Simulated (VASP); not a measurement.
# ReP2 (P-4m2) in VASP: a series of runs

The runs below take ReP2 through single point, relaxation of cell and atoms, with PBE.

Everything below comes from runs of VASP 6.6.1. Logs are shortened: lines on timing, memory, paths and dates and some standing lists are left out, and cuts for length are marked.

### Step 1. The cell of the first run

The structure is tetragonal, space group P-4m2 (No. 115). The conventional cell has a = 3.108 Å, b = 3.108 Å, c = 5.407 Å, α = 90.00°, β = 90.00°, γ = 90.00°. Within 3.0 Å of Re (site symmetry -4m2) lie 4 P at 2.29 Å. P (site symmetry 2mm) has 2 Re at 2.29 Å within 3.0 Å.

### Step 2. Single point, PBE

INCAR

```
SYSTEM = ReP2
PREC     = Accurate       ! precision mode
ENCUT    = 520            ! plane-wave cutoff, eV
EDIFF    = 1E-7           ! SCF threshold, eV
ISMEAR   = 0              ! smearing method
SIGMA    = 0.1            ! smearing width, eV
LREAL    = .FALSE.        ! projectors in reciprocal space
LASPH    = .TRUE.         ! aspherical terms in the spheres
NELM     = 60             ! most SCF steps
ALGO     = Normal         ! electronic algorithm
ISIF     = 2              ! what is computed and relaxed
LWAVE    = .FALSE.        ! write WAVECAR
LCHARG   = .FALSE.        ! write CHGCAR
GGA      = PE             ! functional
NBANDS   = 16             ! bands
```

KPOINTS

```
regular mesh
0
G
  4 4 4
  0 0 0
```

POSCAR

```
ReP2
1.0
    3.1077010848      0.0000000000      0.0000000000
    0.0000000000      3.1077010848      0.0000000000
    0.0000000000      0.0000000000      5.4068553247
Re P
1 2
Direct
    0.0000000000      0.0000000000      0.0000000000
    0.5000000000      0.0000000000      0.3110862459
    0.0000000000      0.5000000000      0.6889137541
```

Potentials or basis: VASP PAW PBE potentials, release 64 (Re, P).

Launch:

```
> cat potpaw_PBE.64/Re/POTCAR potpaw_PBE.64/P/POTCAR > POTCAR
> mpirun -np 1 vasp_std > vasp.out
```

OUTCAR:

```text
SYSTEM = ReP2
   PREC = Accurate
   ENCUT = 520
   EDIFF = 1E-7
   ISMEAR = 0
   LREAL = .FALSE.
   LASPH = .TRUE.
   NELM = 60
   ISIF = 2
   GGA = PE

 ion  position               nearest neighbor table
   1  0.000  0.000  0.000-   2 2.29   3 2.29   3 2.29   2 2.29
   2  0.500  0.000  0.311-   1 2.29   1 2.29
   3  0.000  0.500  0.689-   1 2.29   1 2.29

  LATTYP: Found a simple tetragonal cell.
 ALAT       =     3.1077010848
 C/A-ratio  =     1.7398247699

  Lattice vectors:

 A1 = (   3.1077010848,   0.0000000000,   0.0000000000)
 A2 = (   0.0000000000,   3.1077010848,   0.0000000000)
 A3 = (   0.0000000000,   0.0000000000,   5.4068553247)

Analysis of symmetry for initial positions (statically):
=====================================================================
 Subroutine PRICEL returns:
 Original cell was already a primitive cell.

 Routine SETGRP: Setting up the symmetry group for a
 simple tetragonal supercell.

 Subroutine GETGRP returns: Found  8 space group operations
 (whereof  8 operations were pure point group operations)
 out of a pool of 16 trial point group operations.

The static configuration has the point symmetry D_2d.

Analysis of symmetry for dynamics (positions and initial velocities):
=====================================================================
 Subroutine PRICEL returns:
 Original cell was already a primitive cell.

 Routine SETGRP: Setting up the symmetry group for a
 simple tetragonal supercell.

 Subroutine GETGRP returns: Found  8 space group operations
 (whereof  8 operations were pure point group operations)
 out of a pool of 16 trial point group operations.

The dynamic configuration has the point symmetry D_2d.

 Subroutine INISYM returns: Found  8 space group operations
 (whereof  8 operations are pure point group operations),
 and found     1 'primitive' translations

----------------------------------------------------------------------------------------

                                     Primitive cell

  volume of cell :      52.2184

  direct lattice vectors                    reciprocal lattice vectors
     3.107701085  0.000000000  0.000000000     0.321781269  0.000000000  0.000000000
     0.000000000  3.107701085  0.000000000     0.000000000  0.321781269  0.000000000
     0.000000000  0.000000000  5.406855325     0.000000000  0.000000000  0.184950390

  length of vectors
     3.107701085  3.107701085  5.406855325     0.321781269  0.321781269  0.184950390

  position of ions in fractional coordinates (direct lattice)
     0.000000000  0.000000000  0.000000000
     0.500000000  0.000000000  0.311086246
     0.000000000  0.500000000  0.688913754

  ion indices of the primitive-cell ions
   primitive index   ion index
                 1           1
                 2           2
                 3           3

----------------------------------------------------------------------------------------

 KPOINTS: regular mesh

Automatic generation of k-mesh.
 Grid dimensions read from file:
 generate k-points for:    4    4    4

 Generating k-lattice:

  Cartesian coordinates                     Fractional coordinates (reciprocal lattice)
     0.080445317  0.000000000  0.000000000     0.250000000  0.000000000  0.000000000
     0.000000000  0.080445317  0.000000000     0.000000000  0.250000000  0.000000000
     0.000000000  0.000000000  0.046237597     0.000000000  0.000000000  0.250000000

  Length of vectors
     0.080445317  0.080445317  0.046237597

  Shift w.r.t. Gamma in fractional coordinates (k-lattice)
     0.000000000  0.000000000  0.000000000

 Subroutine IBZKPT returns following result:
 ===========================================

 Found     18 irreducible k-points:

 Following reciprocal coordinates:
            Coordinates               Weight
  0.000000  0.000000  0.000000      1.000000
  0.250000  0.000000  0.000000      4.000000
  0.500000  0.000000  0.000000      2.000000
  0.250000  0.250000  0.000000      4.000000
  0.500000  0.250000  0.000000      4.000000
  0.500000  0.500000  0.000000      1.000000
[... 10 lines left out ...]
  0.500000  0.250000  0.500000      4.000000
  0.500000  0.500000  0.500000      1.000000
   k-points           NKPTS =     18   k-points in BZ     NKDIM =     18   number of bands    NBANDS=     16
   number of dos      NEDOS =    301   number of ions     NIONS =      3
   total plane-waves  NPLWV =  23040
   dimension x,y,z NGX =    24 NGY =   24 NGZ =   40
   dimension x,y,z NGXF=    48 NGYF=   48 NGZF=   80
   ions per type =               1   2
   NGX,Y,Z   is equivalent  to a cutoff of  12.84, 12.84, 12.30 a.u.
   NGXF,Y,Z  is equivalent  to a cutoff of  25.68, 25.68, 24.60 a.u.
 SYSTEM =  ReP2
   PREC   = accura    normal or accurate (medium, high low for compatibility)
   ISTART =      0    job   : 0-new  1-cont  2-samecut
   ICHARG =      2    charge: 1-file 2-atom 10-const
   ISPIN  =      1    spin polarized calculation?
   LNONCOLLINEAR =      F non collinear calculations
   LSORBIT =      F    spin-orbit coupling
   LASPH  =      T    aspherical Exc in radial PAW
   ENCUT  =  520.0 eV  38.22 Ry    6.18 a.u.   5.78  5.78 10.05*2*pi/ulx,y,z
   NELM   =     60;   NELMIN=  2; NELMDL= -5     # of ELM steps
   EDIFF  = 0.1E-06   stopping-criterion for ELM
   LREAL  =      F    real-space projection
   EDIFFG = 0.1E-05   stopping-criterion for IOM
   NSW    =      0    number of steps for IOM
   IBRION =     -1    ionic relax: 0-MD 1-quasi-New 2-CG
   NFREE  =      0    steps in history (QN), initial steepest desc. (CG)
   ISIF   =      2    stress and relaxation
   ISYM   =      2    0-nonsym 1-usesym 2-fastsym
   POTIM  = 0.5000    time-step for ionic-motion
   TEBEG  =    0.0;   TEEND  =   0.0 temperature during run
   PSTRESS=    0.0 pullay stress
   NELECT =      17.0000    total number of electrons
   NUPDOWN=      -1.0000    fix difference up-down
   EMIN   =  10.00;   EMAX   =-10.00  energy-range for DOS
   EFERMI =   0.00;   METHOD = LEGACY
   ISMEAR =     0;   SIGMA  =   0.10  broadening in eV -4-tet -1-fermi 0-gaus
   EFERMI_NEDOS =   21; number of points for ismear=-14 and -15
   IALGO  =     38    algorithm
   IMIX   =      4    mixing-type and parameters
     AMIX     =   0.40;   BMIX     =  1.00
     AMIX_MAG =   1.60;   BMIX_MAG =  1.00
  volume/ion in A,a.u.               =      17.41       117.46
  Fermi-wavevector in a.u.,A,eV,Ry     =   1.126203  2.128215 17.256725  1.268333
  Thomas-Fermi vector in A             =   2.262884
   LORBIT       =      0    0 simple, 1 ext, 2 COOP (PROOUT), +10 PAW based schemes
   GGA     = PE    functional components
   LHFCALC =     F    Hartree Fock is set to
   AEXX    =    0.0000 exact exchange contribution
   IVDW    =     0    specifies the selected vdW correction
   LEPSILON=     F    determine dielectric tensor
   LRPA    =     F    only Hartree local field effects (RPA)
 non-spin polarized calculation
 Gauss-broadening in eV      SIGMA  =   0.10
  energy-cutoff  :      520.00
  volume of cell :       52.22
 maximum number of plane-waves:      1456
 NGX is ok and might be reduce to    24
   NGX = 11   NGY = 11   NGZ = 21

 number of electron      17.0000002 magnetization

 Free energy of the ion-electron system (eV)
  ---------------------------------------------------
  ext. energy  EPLUGINS =         0.00000000
  ---------------------------------------------------
  free energy    TOTEN  =       -22.02916248 eV

  energy without entropy =      -22.02572276  energy(sigma->0) =      -22.02744262

 E-fermi :   6.5296     XC(G=0): -11.1677

 val. band max:        6.4855163943   @ k =   0.5000   0.5000   0.5000
 cond. band min:       6.7577246966   @ k =   0.5000   0.2500   0.5000
 fundamental gap:      0.2722083023
 Fermi energy:         6.5296077012

 k-point     1 :       0.0000    0.0000    0.0000
  band No.  band energies     occupation
      1      -6.7917      2.00000
      2      -3.3021      2.00000
      3       0.1025      2.00000
      4       3.1016      2.00000
      5       4.1910      2.00000
      6       4.1910      2.00000
[... 8 lines left out ...]
     15      14.1248      0.00000
     16      14.6932      0.00000

 k-point     2 :       0.2500    0.0000    0.0000
  band No.  band energies     occupation
      1      -5.9726      2.00000
      2      -3.1810      2.00000
      3       0.9266      2.00000
      4       2.7500      2.00000
      5       3.2546      2.00000
      6       3.8134      2.00000
[... 8 lines left out ...]
     15      14.5610      0.00000
     16      15.8829      0.00000

 k-point     3 :       0.5000    0.0000    0.0000
  band No.  band energies     occupation
      1      -4.1790      2.00000
      2      -3.9149      2.00000
      3       0.6321      2.00000
      4       1.4529      2.00000
      5       3.1449      2.00000
      6       4.6914      2.00000
[... 8 lines left out ...]
     15      14.9878      0.00000
     16      16.2064      0.00000

 k-point     4 :       0.2500    0.2500    0.0000
  band No.  band energies     occupation
      1      -5.1821      2.00000
      2      -2.9172      2.00000
      3       1.4600      2.00000
      4       2.6306      2.00000
      5       3.1247      2.00000
      6       3.8491      2.00000
[... 8 lines left out ...]
     15      15.0191      0.00000
     16      16.6291      0.00000

 k-point     5 :       0.5000    0.2500    0.0000
  band No.  band energies     occupation
      1      -3.4813      2.00000
      2      -3.3447      2.00000
      3       1.0883      2.00000
      4       1.1488      2.00000
      5       3.5025      2.00000
      6       4.1888      2.00000
[... 8 lines left out ...]
     15      14.9377      0.00000
     16      15.6648      0.00000

 k-point     6 :       0.5000    0.5000    0.0000
  band No.  band energies     occupation
      1      -2.5173      2.00000
      2      -2.5173      2.00000
      3       0.4967      2.00000
      4       0.9788      2.00000
      5       3.4387      2.00000
      6       3.4387      2.00000
[... 8 lines left out ...]
     15      13.5237      0.00000
     16      13.5237      0.00000
[... 153 lines left out ...]
 k-point    15 :       0.5000    0.0000    0.5000
  band No.  band energies     occupation
      1      -4.0220      2.00000
      2      -3.8436      2.00000
      3       0.1595      2.00000
      4       1.3778      2.00000
      5       3.0866      2.00000
      6       3.7107      2.00000
[... 8 lines left out ...]
     15      13.4754      0.00000
     16      15.7852      0.00000

 k-point    16 :       0.2500    0.2500    0.5000
  band No.  band energies     occupation
      1      -4.6121      2.00000
      2      -3.7595      2.00000
      3       1.8840      2.00000
      4       2.0191      2.00000
      5       3.1500      2.00000
      6       3.3640      2.00000
[... 8 lines left out ...]
     15      14.8408      0.00000
     16      17.0331      0.00000

 k-point    17 :       0.5000    0.2500    0.5000
  band No.  band energies     occupation
      1      -3.4384      2.00000
      2      -3.2800      2.00000
      3       0.9816      2.00000
      4       1.6680      2.00000
      5       2.9002      2.00000
      6       3.4912      2.00000
[... 8 lines left out ...]
     15      14.1419      0.00000
     16      14.8721      0.00000

 k-point    18 :       0.5000    0.5000    0.5000
  band No.  band energies     occupation
      1      -2.6087      2.00000
      2      -2.6087      2.00000
      3       1.7097      2.00000
      4       1.7817      2.00000
      5       2.4946      2.00000
      6       2.6163      2.00000
[... 8 lines left out ...]
     15      15.2593      0.00000
     16      15.2593      0.00000

------------------------ aborting loop because EDIFF is reached ----------------------------------------

  FORCE on cell =-STRESS in cart. coord.  units (eV):
  Direction    XX          YY          ZZ          XY          YZ          ZX
  --------------------------------------------------------------------------------------
  -------------------------------------------------------------------------------------
  Total        0.0860201      0.0860201      0.1905811      0.0000000      0.0000000      0.0000000
  in kB        2.6392907      2.6392907      5.8474590      0.0000000      0.0000000      0.0000000
  external PRESSURE =       3.7086801 kB  Pullay stress =       0.0000000 kB

 VOLUME and BASIS-vectors are now :
 -----------------------------------------------------------------------------
  energy-cutoff  :      520.00
  volume of cell :       52.22
      direct lattice vectors                 reciprocal lattice vectors
     3.107701085  0.000000000  0.000000000     0.321781269  0.000000000  0.000000000
     0.000000000  3.107701085  0.000000000     0.000000000  0.321781269  0.000000000
     0.000000000  0.000000000  5.406855325     0.000000000  0.000000000  0.184950390

 POSITION                                       TOTAL-FORCE (eV/Angst)
 -----------------------------------------------------------------------------------
      0.00000      0.00000      0.00000         0.000000      0.000000      0.000000
      1.55385      0.00000      1.68200         0.000000      0.000000      0.056858
      0.00000      1.55385      3.72486         0.000000      0.000000     -0.056858
 -----------------------------------------------------------------------------------
    total drift:                               -0.000000     -0.000000      0.000000

  FREE ENERGIE OF THE ION-ELECTRON SYSTEM (eV)
  ---------------------------------------------------
  free  energy   TOTEN  =       -22.0291624832 eV

  energy  without entropy=      -22.0257227551  energy(sigma->0) =      -22.02744262
```

Run time: 9.5 s. Hardware: 1 thread of Intel Xeon 6975P-C, shared host; peak memory 0.16 GiB.

Results:

| Property | Result |
| --- | --- |
| Free energy | -22.0292 eV |
| Pressure | 0.4 GPa |
| Largest force | 0.057 eV/Å |

Forces on the atoms (eV/Å):
```
Re   0.000  0.000  0.000
P    0.000  0.000  0.057
P    0.000  0.000 -0.057
```

Stress tensor (GPa, compression positive):
```
0.26 0.00 0.00
0.00 0.26 0.00
0.00 0.00 0.58
```

Levels at points of the mesh, in eV from the Fermi level:
```
           k point  band 6  band 7  band 8  band 9  band 10  band 11
(0.00, 0.00, 0.00)   -2.34   -1.76    0.58    0.58     1.27     2.31
(0.50, 0.00, 0.00)   -1.84   -1.64   -0.95   -0.50     2.26     2.81
(0.50, 0.50, 0.00)   -3.09   -1.36   -1.16   -1.09     1.60     1.60
(0.00, 0.00, 0.50)   -2.65   -0.16    0.84    1.28     2.13     2.13
(0.50, 0.00, 0.50)   -2.82   -1.94   -0.88    1.92     2.88     3.33
(0.50, 0.50, 0.50)   -3.91   -2.08   -2.08   -0.04    -0.04     2.12
```

Caveat: the k points lie up to 0.51 Å⁻¹ apart; spin-orbit coupling is left out, which moves the levels of the heavy elements.

### Step 3. Single point, PBE

This run uses another cell than the first one, of 25.90 Å³/atom, 1.488 times its volume.

INCAR

```
PREC = Accurate
ENCUT = 520
EDIFF = 1E-7
ISMEAR = 0
SIGMA = 0.1
LREAL = F
LASPH = T
NELM = 100
ALGO = Normal
ISIF = 2
LWAVE = F
LCHARG = T
GGA = PE
LELF = T
LVHAR = T
NBANDS = 16
```

KPOINTS

```
regular mesh
0
Gamma
  4 4 4
```

POSCAR

```
ReP2
1.0
    3.8016080800      0.0000000000      0.0000000000
    0.0000000000      3.8016080800      0.0000000000
    0.0000000000      0.0000000000      5.3762857100
Re P
1 2
Direct
    0.0000000000      0.0000000000      0.0000000000
    0.5000000000      0.0000000000      0.2500000000
    0.0000000000      0.5000000000      0.7500000000
```

Potentials or basis: VASP PAW PBE potentials, release 64 (Re, P).

Launch:

```
> cat potpaw_PBE.64/Re/POTCAR potpaw_PBE.64/P/POTCAR > POTCAR
> mpirun -np 1 vasp_std > vasp.out
```

It took 21 s on 1 thread of Intel Xeon 6975P-C, shared host; peak memory 0.19 GiB.

The run converged. Its results:

```yaml
Free_energy: -21.2600 eV
Pressure: -7.9 GPa
Largest_force: 1.098 eV/Å
```

Forces in eV/Å, atoms in the order of the input:
```
Re   0.000  0.000  0.000
P    0.000  0.000 -1.098
P    0.000  0.000  1.098
```

Stress tensor (GPa, compression positive):
```
-8.89  0.00  0.00
 0.00 -8.89  0.00
 0.00  0.00 -5.97
```

Levels at points of the mesh, in eV from the Fermi level:
```tsv
k point	band 5	band 6	band 7	band 8	band 9	band 10	band 11	band 12	band 13	band 14
(0.00, 0.00, 0.00)	-3.14	-2.52	-0.14	-0.03	-0.03	0.27	3.17	5.13	5.13	5.25
(0.50, 0.00, 0.00)	-2.99	-2.72	-1.71	-1.02	0.01	2.08	2.18	2.73	3.37	7.22
(0.50, 0.50, 0.00)	-2.16	-1.20	-1.20	0.00	0.16	0.19	0.19	1.58	1.59	6.44
(0.00, 0.00, 0.50)	-3.25	-2.84	-0.13	0.35	0.35	0.61	3.25	4.45	4.45	6.62
(0.50, 0.00, 0.50)	-3.04	-2.86	-1.67	-0.92	-0.13	2.48	2.56	3.65	3.86	6.06
(0.50, 0.50, 0.50)	-2.70	-1.22	-0.84	-0.84	-0.29	-0.29	0.21	0.63	2.93	8.18
```

Caveat: the k points lie up to 0.41 Å⁻¹ apart; spin-orbit coupling is left out, which moves the levels of the heavy elements; forces of over 1 eV/Å act on the atoms, so gaps and moduli don't describe the material at rest.

### Step 4. Single point, PBE

This run uses another cell than the first one, of 17.50 Å³/atom, 1.006 times its volume.

INCAR

```
SYSTEM = ReP2
PREC = Accurate
ENCUT = 520
EDIFF = 1E-7
ISMEAR = 0
SIGMA = 0.1
LREAL = .FALSE.
LASPH = .TRUE.
NELM = 100
ALGO = Normal
ISIF = 2
LWAVE = .FALSE.
LCHARG = .FALSE.
GGA = PE
NBANDS = 16
```

KPOINTS

```
Automatic mesh
0
G
  6 6 4
  0 0 0
```

POSCAR

```
ReP2
1.0
    3.1029752282      0.0000000000      0.0000000000
    0.0000000000      3.1029752282      0.0000000000
    0.0000000000      0.0000000000      5.4533950033
Re P
1 2
Direct
    0.0000000000      0.0000000000      0.0000000000
    0.5000000000      0.0000000000      0.3097013425
    0.0000000000      0.5000000000      0.6902986575
```

Launch:

```
> cat potpaw_PBE.64/Re/POTCAR potpaw_PBE.64/P/POTCAR > POTCAR
> mpirun -np 1 vasp_std > vasp.out
```

Run time: 14 s. Hardware: 1 thread of Intel Xeon 6975P-C, shared host; peak memory 0.17 GiB.

Results (log left out):

```
Free energy   : -21.9102 eV
Pressure      : 0.7 GPa
Largest force : 0.068 eV/Å
```

Forces in eV/Å, atoms in the order of the input:
```
Re   0.000  0.000  0.000
P    0.000  0.000  0.068
P    0.000  0.000 -0.068
```

Stress tensor (GPa, compression positive):
```
0.53 0.00 0.00
0.00 0.53 0.00
0.00 0.00 0.91
```

Levels at points of the mesh, in eV from the Fermi level:
```csv
k point,band 6,band 7,band 8,band 9,band 10,band 11
"(0.00, 0.00, 0.00)",-2.31,-1.78,0.71,0.71,1.22,2.37
"(0.50, 0.00, 0.00)",-1.80,-1.66,-0.97,-0.51,2.20,2.80
"(0.50, 0.50, 0.00)",-3.01,-1.37,-1.18,-1.06,1.59,1.59
"(0.00, 0.00, 0.50)",-2.59,-0.25,0.84,1.22,2.18,2.18
"(0.50, 0.00, 0.50)",-2.84,-1.90,-0.91,1.88,2.83,3.31
"(0.50, 0.50, 0.50)",-3.79,-2.03,-2.03,-0.02,-0.02,2.03
```

Caveat: spin-orbit coupling is left out, which moves the levels of the heavy elements.

(Continued in part 2 of 2.)
